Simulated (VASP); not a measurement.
# Tm2CdC2 (P-6m2) in VASP: a series of runs

Runs on Tm2CdC2. Level: PBE. Tasks: single point.

Program: VASP 6.6.1. These are calculated values, not measurements. Logs are shortened: lines on timing, memory, paths and dates and some standing lists are left out, and cuts for length are marked.

### 1 The cell of the first run

Symmetry: P-6m2, No. 187, hexagonal system. Conventional cell: a = 3.713 Å, b = 3.713 Å, c = 7.063 Å, α = 90.00°, β = 90.00°, γ = 120.00°. Tm (site symmetry 3m) has 6 C at 2.57 to 3.01 Å and 1 Tm at 2.83 Å and 3 Cd at 3.01 Å within 3.4 Å. Within 2.8 Å of Cd (site symmetry -6m2) lie 3 C at 2.14 Å. C (site symmetry -6m2) has 6 Tm at 2.57 Å and 2 Cd at 3.53 Å and 6 C at 3.71 Å within 3.8 Å. Within 2.8 Å of C (site symmetry -6m2) lie 3 Cd at 2.14 Å.

The cell was built from a structure type or drawn by symmetry, and may not be a known phase.

### 2 Single point, PBE

INCAR reads:

```
ALGO = Normal
EDIFF = 1E-6
ENCUT = 600
GGA = PE
GGA_COMPAT = F
ISIF = 2
ISMEAR = 0
LASPH = T
LCHARG = F
LMAXMIX = 6
LREAL = F
LWAVE = F
NBANDS = 27
NELM = 200
PREC = Accurate
SIGMA = 0.1
```

KPOINTS reads:

```
k-points
0
Gamma
  6 6 4
```

POSCAR reads:

```
Tm2CdC2
1.0
    3.7125542695      0.0000000000      0.0000000000
   -1.8562771347      3.2151663103      0.0000000000
    0.0000000000      0.0000000000      7.0634831576
Tm Cd C
2 1 2
Direct
    0.6666666667      0.3333333333      0.2002795277
    0.6666666667      0.3333333333      0.7997204723
    0.0000000000      0.0000000000      0.5000000000
    0.0000000000      0.0000000000      0.0000000000
    0.3333333333      0.6666666667      0.5000000000
```

Potentials or basis: VASP PAW PBE potentials, release 64 (Tm_3, Cd, C), 4f in core.

The run is started by

```
> cat potpaw_PBE.64/Tm_3/POTCAR potpaw_PBE.64/Cd/POTCAR potpaw_PBE.64/C/POTCAR > POTCAR
> mpirun -np 1 vasp_std > vasp.out
```

OUTCAR:

```text
EDIFF = 1E-6
   ENCUT = 600
   GGA = PE
   ISIF = 2
   ISMEAR = 0
   LASPH = T
   LREAL = F
   NELM = 200
   PREC = Accurate

 ion  position               nearest neighbor table
   1  0.667  0.333  0.200-   4 2.57   4 2.57   4 2.57   2 2.83   3 3.01   3 3.01   3 3.01
   2  0.667  0.333  0.800-   4 2.57   4 2.57   4 2.57   1 2.83   3 3.01   3 3.01   3 3.01
   3  0.000  0.000  0.500-   5 2.14   5 2.14   5 2.14   1 3.01   2 3.01   2 3.01   1 3.01   2 3.01
                             1 3.01
   4  0.000  0.000  0.000-   1 2.57   2 2.57   1 2.57   2 2.57   1 2.57   2 2.57
   5  0.333  0.667  0.500-   3 2.14   3 2.14   3 2.14

  LATTYP: Found a hexagonal cell.
 ALAT       =     3.7125542695
 C/A-ratio  =     1.9025939137

  Lattice vectors:

 A1 = (   3.7125542695,   0.0000000000,   0.0000000000)
 A2 = (  -1.8562771347,   3.2151663103,   0.0000000000)
 A3 = (   0.0000000000,   0.0000000000,   7.0634831576)

Analysis of symmetry for initial positions (statically):
=====================================================================
 Subroutine PRICEL returns:
 Original cell was already a primitive cell.

 Routine SETGRP: Setting up the symmetry group for a
 hexagonal supercell.

 Subroutine GETGRP returns: Found 12 space group operations
 (whereof 12 operations were pure point group operations)
 out of a pool of 24 trial point group operations.

The static configuration has the point symmetry D_3h.

Analysis of symmetry for dynamics (positions and initial velocities):
=====================================================================
 Subroutine PRICEL returns:
 Original cell was already a primitive cell.

 Routine SETGRP: Setting up the symmetry group for a
 hexagonal supercell.

 Subroutine GETGRP returns: Found 12 space group operations
 (whereof 12 operations were pure point group operations)
 out of a pool of 24 trial point group operations.

The dynamic configuration has the point symmetry D_3h.

 Subroutine INISYM returns: Found 12 space group operations
 (whereof 12 operations are pure point group operations),
 and found     1 'primitive' translations

----------------------------------------------------------------------------------------

                                     Primitive cell

  volume of cell :      84.3131

[... 89 lines left out ...]
   NELM   =    200;   NELMIN=  2; NELMDL= -5     # of ELM steps
   EDIFF  = 0.1E-05   stopping-criterion for ELM
   LREAL  =      F    real-space projection
   EDIFFG = 0.1E-04   stopping-criterion for IOM
   NSW    =      0    number of steps for IOM
   IBRION =     -1    ionic relax: 0-MD 1-quasi-New 2-CG
   NFREE  =      0    steps in history (QN), initial steepest desc. (CG)
   ISIF   =      2    stress and relaxation
   ISYM   =      2    0-nonsym 1-usesym 2-fastsym
   POTIM  = 0.5000    time-step for ionic-motion
   TEBEG  =    0.0;   TEEND  =   0.0 temperature during run
   PSTRESS=    0.0 pullay stress
   NELECT =      38.0000    total number of electrons
   NUPDOWN=      -1.0000    fix difference up-down
   EMIN   =  10.00;   EMAX   =-10.00  energy-range for DOS
   EFERMI =   0.00;   METHOD = LEGACY
   ISMEAR =     0;   SIGMA  =   0.10  broadening in eV -4-tet -1-fermi 0-gaus
   EFERMI_NEDOS =   21; number of points for ismear=-14 and -15
   IALGO  =     38    algorithm
   IMIX   =      4    mixing-type and parameters
     AMIX     =   0.40;   BMIX     =  1.00
     AMIX_MAG =   1.60;   BMIX_MAG =  1.00
  volume/ion in A,a.u.               =      16.86       113.79
  Fermi-wavevector in a.u.,A,eV,Ry     =   1.255175  2.371937 21.435496  1.575464
  Thomas-Fermi vector in A             =   2.388944
   LORBIT       =      0    0 simple, 1 ext, 2 COOP (PROOUT), +10 PAW based schemes
   GGA     = PE    functional components
   LHFCALC =     F    Hartree Fock is set to
   AEXX    =    0.0000 exact exchange contribution
   IVDW    =     0    specifies the selected vdW correction
   LEPSILON=     F    determine dielectric tensor
   LRPA    =     F    only Hartree local field effects (RPA)
 non-spin polarized calculation
 Gauss-broadening in eV      SIGMA  =   0.10
  energy-cutoff  :      600.00
  volume of cell :       84.31
 maximum number of plane-waves:      2848
 NGX is ok and might be reduce to    30
   NGX = 15   NGY = 15   NGZ = 29

 number of electron      38.0000005 magnetization

 Free energy of the ion-electron system (eV)
  ---------------------------------------------------
  ext. energy  EPLUGINS =         0.00000000
  ---------------------------------------------------
  free energy    TOTEN  =       -26.21271654 eV

  energy without entropy =      -26.20602456  energy(sigma->0) =      -26.20937055

 E-fermi :   4.1392     XC(G=0): -11.0490

 val. band max:        3.7202486329   @ k =   0.3333   0.3333   0.5000
 cond. band min:       4.1396125109   @ k =   0.5000   0.0000   0.0000
 fundamental gap:      0.4193638780
 Fermi energy:         4.1392315938

 k-point     1 :       0.0000    0.0000    0.0000
  band No.  band energies     occupation
      1     -21.9984      2.00000
      2     -21.2107      2.00000
      3     -21.2107      2.00000
      4     -21.0987      2.00000
      5     -21.0987      2.00000
      6     -21.0658      2.00000
[... 619 lines left out ...]
     26       8.8077      0.00000
     27       9.9486      0.00000

------------------------ aborting loop because EDIFF is reached ----------------------------------------

  FORCE on cell =-STRESS in cart. coord.  units (eV):
  Direction    XX          YY          ZZ          XY          YZ          ZX
  --------------------------------------------------------------------------------------
  -------------------------------------------------------------------------------------
  Total        0.3976227      0.3976227      0.1593739      0.0000000      0.0000000     -0.0000000
  in kB        7.5559059      7.5559059      3.0285349      0.0000000      0.0000000     -0.0000000
  external PRESSURE =       6.0467822 kB  Pullay stress =       0.0000000 kB

 VOLUME and BASIS-vectors are now :
 -----------------------------------------------------------------------------
  energy-cutoff  :      600.00
  volume of cell :       84.31
      direct lattice vectors                 reciprocal lattice vectors
     3.712554270  0.000000000  0.000000000     0.269356332  0.155512951  0.000000000
    -1.856277135  3.215166310  0.000000000     0.000000000  0.311025901  0.000000000
     0.000000000  0.000000000  7.063483158     0.000000000  0.000000000  0.141573212

 POSITION                                       TOTAL-FORCE (eV/Angst)
 -----------------------------------------------------------------------------------
      1.85628      1.07172      1.41467         0.000000      0.000000      0.015993
      1.85628      1.07172      5.64881        -0.000000      0.000000     -0.015993
      0.00000      0.00000      3.53174         0.000000     -0.000000      0.000000
      0.00000      0.00000      0.00000        -0.000000      0.000000      0.000000
     -0.00000      2.14344      3.53174        -0.000000      0.000000      0.000000
 -----------------------------------------------------------------------------------
    total drift:                               -0.000001      0.000000      0.000000

  FREE ENERGIE OF THE ION-ELECTRON SYSTEM (eV)
  ---------------------------------------------------
  free  energy   TOTEN  =       -26.2127165436 eV

  energy  without entropy=      -26.2060245596  energy(sigma->0) =      -26.20937055
```

OSZICAR:

```text
N       E                     dE             d eps       ncg     rms          rms(c)
DAV:   1     0.345601612459E+03    0.34560E+03   -0.17823E+04  1134   0.156E+03
DAV:   2     0.119522388389E+02   -0.33365E+03   -0.32385E+03  1150   0.505E+02
DAV:   3    -0.289459771656E+02   -0.40898E+02   -0.39506E+02  1884   0.124E+02
DAV:   4    -0.309508620229E+02   -0.20049E+01   -0.19874E+01  1780   0.255E+01
DAV:   5    -0.309700656690E+02   -0.19204E-01   -0.19159E-01  1660   0.300E+00    0.308E+01
DAV:   6    -0.263431016435E+02    0.46270E+01   -0.30677E+01  1900   0.325E+01    0.238E+01
DAV:   7    -0.262270507476E+02    0.11605E+00   -0.24610E+00  1620   0.899E+00    0.137E+01
DAV:   8    -0.262336491391E+02   -0.65984E-02   -0.34029E-01  1556   0.326E+00    0.147E+00
DAV:   9    -0.262125020644E+02    0.21147E-01   -0.11197E-01  1820   0.168E+00    0.347E-01
DAV:  10    -0.262126514880E+02   -0.14942E-03   -0.70761E-03  1569   0.566E-01    0.205E-01
DAV:  11    -0.262127366592E+02   -0.85171E-04   -0.12780E-03  1884   0.253E-01    0.592E-02
DAV:  12    -0.262127151274E+02    0.21532E-04   -0.38340E-04  1724   0.131E-01    0.159E-02
DAV:  13    -0.262127161188E+02   -0.99142E-06   -0.29447E-05  1737   0.352E-02    0.763E-03
DAV:  14    -0.262127165436E+02   -0.42477E-06   -0.52477E-06  1396   0.101E-02
   1 F= -.26212717E+02 E0= -.26209371E+02  d E =-.669198E-02
```

stdout:

```text
POSCAR found type information on POSCAR TmCdC
 POSCAR found :  3 types and       5 ions
 scaLAPACK will be used
 LDA part: xc-table for (Slater+PW92), standard interpolation
 POSCAR, INCAR and KPOINTS ok, starting setup
 FFT: planning ... GRIDC
 FFT: planning ... GRID_SOFT
 FFT: planning ... GRID
 WAVECAR not read
 entering main loop
```

Wall time 67 s (1 thread of Intel Xeon Platinum 8375C at 2.90GHz (Ice Lake), shared host); peak memory 0.25 GiB.

What came out:

* Free energy: -26.2127 eV
* Pressure: 0.6 GPa
* Largest force: 0.016 eV/Å
* Band gap on the k mesh: zero (bands 19 and 20 overlap by 0.88 eV)

Forces on the atoms (eV/Å):
```
Tm   0.000  0.000  0.016
Tm   0.000  0.000 -0.016
Cd   0.000  0.000  0.000
C    0.000  0.000  0.000
C    0.000  0.000  0.000
```

Caveat: spin-orbit coupling is left out, which moves the levels of the heavy elements; the 4f electrons are frozen in the core, so they carry no moment and show no levels. Spin polarisation is off, so any magnetic state and its effect on volume and gap are missing.

### 3 Single point, PBE

This run uses another cell than the first one, of 22.07 Å³/atom.

INCAR, as its differences from that of step 2:

```diff
@@ -8,5 +8,7 @@
 LASPH = T
-LCHARG = F
+LCHARG = T
+LELF = T
 LMAXMIX = 6
 LREAL = F
+LVHAR = T
 LWAVE = F
```

KPOINTS is that of step 2.

POSCAR reads:

```
Tm2CdC2
1.0
    4.1839909800      0.0000000000      0.0000000000
   -2.0919954900      3.6234424800      0.0000000000
    0.0000000000      0.0000000000      7.2790159300
Tm Cd C
2 1 2
Direct
    0.6666666700      0.3333333300      0.2264030000
    0.6666666700      0.3333333300      0.7735970000
    0.0000000000      0.0000000000      0.5000000000
    0.0000000000      0.0000000000      0.0000000000
    0.3333333300      0.6666666700      0.5000000000
```

Potentials or basis: VASP PAW PBE potentials, release 64 (Tm_3, Cd, C), 4f in core.

The run is started by

```
> cat potpaw_PBE.64/Tm_3/POTCAR potpaw_PBE.64/Cd/POTCAR potpaw_PBE.64/C/POTCAR > POTCAR
> mpirun -np 1 vasp_std > vasp.out
```

Run time: 95 s. Hardware: 1 thread of Intel Xeon Platinum 8375C at 2.90GHz (Ice Lake), shared host; peak memory 0.3 GiB.

The run converged. Its results:

```yaml
Free_energy: -23.9926 eV
Pressure: -16.3 GPa
Largest_force: 1.653 eV/Å
Band_gap_on_the_k_mesh: zero (bands 19 and 20 overlap by 0.53 eV)
```

Forces on the atoms (eV/Å):
```
Tm   0.000  0.000 -1.653
Tm   0.000  0.000  1.653
Cd   0.000  0.000  0.000
C    0.000  0.000  0.000
C    0.000  0.000  0.000
```

Stress tensor (GPa, compression positive):
```
-17.93   0.00   0.00
  0.00 -17.93   0.00
  0.00   0.00 -12.94
```

Levels at points of the mesh, in eV from the Fermi level:
| k point | band 16 | band 17 | band 18 | band 19 | band 20 | band 21 | band 22 | band 23 |
| --- | --- | --- | --- | --- | --- | --- | --- | --- |
| (0.00, 0.00, 0.00) | -0.95 | -0.83 | 0.16 | 0.39 | 0.39 | 0.54 | 1.65 | 1.65 |
| (0.50, 0.00, 0.00) | -1.67 | -1.53 | -1.36 | -0.15 | -0.14 | 1.55 | 2.47 | 3.32 |
| (0.00, 0.00, 0.50) | -0.69 | -0.69 | -0.15 | -0.15 | 0.11 | 1.56 | 2.18 | 2.18 |
| (0.50, 0.00, 0.50) | -2.07 | -1.24 | -0.70 | -0.29 | 0.45 | 0.86 | 2.37 | 2.46 |

Caveat: the cell stands under tension; spin-orbit coupling is left out, which moves the levels of the heavy elements; the 4f electrons are frozen in the core, so they carry no moment and show no levels; forces of over 1 eV/Å act on the atoms, so gaps and moduli don't describe the material at rest.

### 4 Single point, PBE

INCAR reads:

```
SYSTEM = Tm2CdC2
  ALGO = Normal
  EDIFF = 1E-6
  ENCUT = 600
  GGA = PE
  GGA_COMPAT = .FALSE.
  ISIF = 2
  ISMEAR = 0
  LASPH = .TRUE.
  LCHARG = .FALSE.
  LMAXMIX = 6
  LREAL = .FALSE.
  LWAVE = .FALSE.
  NBANDS = 27
  NELM = 200
  PREC = Accurate
  SIGMA = 0.1
```

KPOINTS reads:

```
k-points
0
G
  12 12 6
  0 0 0
```

POSCAR reads:

```
Tm2CdC2
1.0
    3.7138988170      0.0000000000      0.0000000000
   -1.8569494085      3.2163307226      0.0000000000
    0.0000000000      0.0000000000      7.0443684755
Tm Cd C
2 1 2
Direct
    0.6666666667      0.3333333333      0.2007827672
    0.6666666667      0.3333333333      0.7992172328
    0.0000000000      0.0000000000      0.5000000000
    0.0000000000      0.0000000000      0.0000000000
    0.3333333333      0.6666666667      0.5000000000
```

Potentials or basis: VASP PAW PBE potentials, release 64 (Tm_3, Cd, C), 4f in core.

The run is started by

```
> cat potpaw_PBE.64/Tm_3/POTCAR potpaw_PBE.64/Cd/POTCAR potpaw_PBE.64/C/POTCAR > POTCAR
> mpirun -np 1 vasp_std > vasp.out
```

OUTCAR:

```text
SYSTEM = Tm2CdC2
   EDIFF = 1E-6
   ENCUT = 600
   GGA = PE
   ISIF = 2
   ISMEAR = 0
   LASPH = .TRUE.
   LREAL = .FALSE.
   NELM = 200
   PREC = Accurate

 ion  position               nearest neighbor table
   1  0.667  0.333  0.201-   4 2.57   4 2.57   4 2.57   2 2.83   3 3.01   3 3.01   3 3.01
   2  0.667  0.333  0.799-   4 2.57   4 2.57   4 2.57   1 2.83   3 3.01   3 3.01   3 3.01
   3  0.000  0.000  0.500-   5 2.14   5 2.14   5 2.14   1 3.01   2 3.01   2 3.01   1 3.01   2 3.01
                             1 3.01
   4  0.000  0.000  0.000-   1 2.57   2 2.57   1 2.57   2 2.57   1 2.57   2 2.57
   5  0.333  0.667  0.500-   3 2.14   3 2.14   3 2.14

  LATTYP: Found a hexagonal cell.
 ALAT       =     3.7138988170
 C/A-ratio  =     1.8967583186

  Lattice vectors:

 A1 = (   3.7138988170,   0.0000000000,   0.0000000000)
 A2 = (  -1.8569494085,   3.2163307226,   0.0000000000)
 A3 = (   0.0000000000,   0.0000000000,   7.0443684755)

Analysis of symmetry for initial positions (statically):
=====================================================================
 Subroutine PRICEL returns:
[... 181 lines left out ...]
 cond. band min:       4.1415276772   @ k =   0.5000   0.0000   0.0000
 fundamental gap:      0.0357550795
 Fermi energy:         4.1216801952

 k-point     1 :       0.0000    0.0000    0.0000
  band No.  band energies     occupation
      1     -21.9880      2.00000
      2     -21.2006      2.00000
      3     -21.2006      2.00000
      4     -21.0883      2.00000
      5     -21.0883      2.00000
      6     -21.0522      2.00000
[... 709 lines left out ...]
     26       8.7226      0.00000
     27       9.1759      0.00000

 [... further k-points ...]

------------------------ aborting loop because EDIFF is reached ----------------------------------------

  FORCE on cell =-STRESS in cart. coord.  units (eV):
  Direction    XX          YY          ZZ          XY          YZ          ZX
  --------------------------------------------------------------------------------------
  -------------------------------------------------------------------------------------
  Total        0.5268018      0.5268018      0.3050254      0.0000000     -0.0000000     -0.0000000
  in kB       10.0305554     10.0305554      5.8078281      0.0000000     -0.0000000     -0.0000000
  external PRESSURE =       8.6229796 kB  Pullay stress =       0.0000000 kB

 VOLUME and BASIS-vectors are now :
 -----------------------------------------------------------------------------
  energy-cutoff  :      600.00
  volume of cell :       84.15
      direct lattice vectors                 reciprocal lattice vectors
     3.713898817  0.000000000  0.000000000     0.269258816  0.155456650  0.000000000
    -1.856949409  3.216330723  0.000000000     0.000000000  0.310913300  0.000000000
     0.000000000  0.000000000  7.044368475     0.000000000  0.000000000  0.141957367

 POSITION                                       TOTAL-FORCE (eV/Angst)
 -----------------------------------------------------------------------------------
      1.85695      1.07211      1.41439        -0.000000     -0.000000      0.011715
      1.85695      1.07211      5.62998        -0.000000     -0.000000     -0.011715
      0.00000      0.00000      3.52218        -0.000000      0.000000      0.000000
      0.00000      0.00000      0.00000        -0.000000      0.000000      0.000000
     -0.00000      2.14422      3.52218         0.000000      0.000000      0.000000
 -----------------------------------------------------------------------------------
    total drift:                               -0.000001      0.000000      0.000000

  FREE ENERGIE OF THE ION-ELECTRON SYSTEM (eV)
  ---------------------------------------------------
  free  energy   TOTEN  =       -26.2223868035 eV

  energy  without entropy=      -26.2184112620  energy(sigma->0) =      -26.22039903
```

stdout:

```text
POSCAR found type information on POSCAR TmCdC
 POSCAR found :  3 types and       5 ions
 scaLAPACK will be used
 LDA part: xc-table for (Slater+PW92), standard interpolation
 POSCAR, INCAR and KPOINTS ok, starting setup
 FFT: planning ... GRIDC
 FFT: planning ... GRID_SOFT
 FFT: planning ... GRID
 WAVECAR not read
 entering main loop
```

Run time: 3 min. Hardware: 1 thread of Intel Xeon Platinum 8375C at 2.90GHz (Ice Lake), shared host; peak memory 0.37 GiB.

Results:

* Free energy: -26.2224 eV
* Pressure: 0.9 GPa
* Largest force: 0.012 eV/Å
* Band gap on the k mesh: zero (bands 19 and 20 overlap by 0.87 eV)

Forces in eV/Å, atoms in the order of the input:
```
Tm   0.000  0.000  0.012
Tm   0.000  0.000 -0.012
Cd   0.000  0.000  0.000
C    0.000  0.000  0.000
C    0.000  0.000  0.000
```

Stress tensor (GPa, compression positive):
```
1.00 0.00 0.00
0.00 1.00 0.00
0.00 0.00 0.58
```

Caveat: spin-orbit coupling is left out, which moves the levels of the heavy elements; the 4f electrons are frozen in the core, so they carry no moment and show no levels. Spin polarisation is off, so any magnetic state and its effect on volume and gap are missing.

### 5 The runs side by side

```csv
cell,k mesh,gap on the mesh (eV),pressure (GPa),largest force (eV/Å)
"a = 3.713, b = 3.713, c = 7.063 Å, angles 90.0, 90.0, 120.0°, 5 atoms, atomic positions A",6 × 6 × 4,none,0.6,0.02
"a = 4.184, b = 4.184, c = 7.279 Å, angles 90.0, 90.0, 120.0°, 5 atoms, atomic positions B",6 × 6 × 4,none,-16.3,1.65
"a = 3.714, b = 3.714, c = 7.044 Å, angles 90.0, 90.0, 120.0°, 5 atoms, atomic positions A",12 × 12 × 6,none,0.9,0.01
```

Alike in all rows: task single point; level PBE; potentials or basis VASP PAW PBE potentials, release 64 (Tm_3, Cd, C), 4f in core; no spin polarisation; cutoff (eV) 600; smearing gaussian 0.1 eV.

Caveats: spin-orbit coupling is left out, which moves the levels of the heavy elements; the 4f electrons are frozen in the core, so they carry no moment and show no levels; the cell stands under tension (at least some runs); forces of over 1 eV/Å act on the atoms, so gaps and moduli don't describe the material at rest (at least some runs).

Total energies depend on the potentials used, so only differences within one code and one set of settings carry meaning.
